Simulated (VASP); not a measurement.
CaO (eos), 2 atoms in the cell. It takes space group Fm-3m (No. 225, cubic). The conventional cell has a = 4.660 Å, b = 4.660 Å, c = 4.660 Å, α = 90.00°, β = 90.00°, γ = 90.00°. Within 3.1 Å of Ca (site symmetry m-3m) lie 6 O at 2.33 Å. Within 3.1 Å of O (site symmetry m-3m) lie 6 Ca at 2.33 Å.  This cell differs from its parent crystal: volume scaled by 0.97.

| Quantity | Value |
| --- | --- |
| Program | VASP 6.6.1 |
| Task | single point |
| Functional | LDA |
| Potentials or basis | VASP PAW LDA potentials, release 64 (Ca_sv, O) |
| Cutoff | 600 eV |
| k mesh | 8 × 8 × 8 |
| Occupations | gaussian, width 0.02 eV |
| Spin | no spin polarisation |
| Dipole correction | no |
| Further INCAR settings | ALGO = Normal; EDIFF = 1e-06; NBANDS = 15 |

Potentials or basis: VASP PAW LDA potentials, release 64 (Ca_sv, O).

Command:

```console
$ cat potpaw_LDA.64/Ca_sv/POTCAR potpaw_LDA.64/O/POTCAR > POTCAR
$ mpirun -np 1 vasp_std > vasp.out
```

Hardware: 1 thread of Intel Xeon 8259CL, with other jobs on the host.

How long does it take, and how much memory?

It took 17 s on 1 thread of Intel Xeon 8259CL, with other jobs on the host, peak memory 0.15 GiB. Counts: scf iterations 13, k points 29.
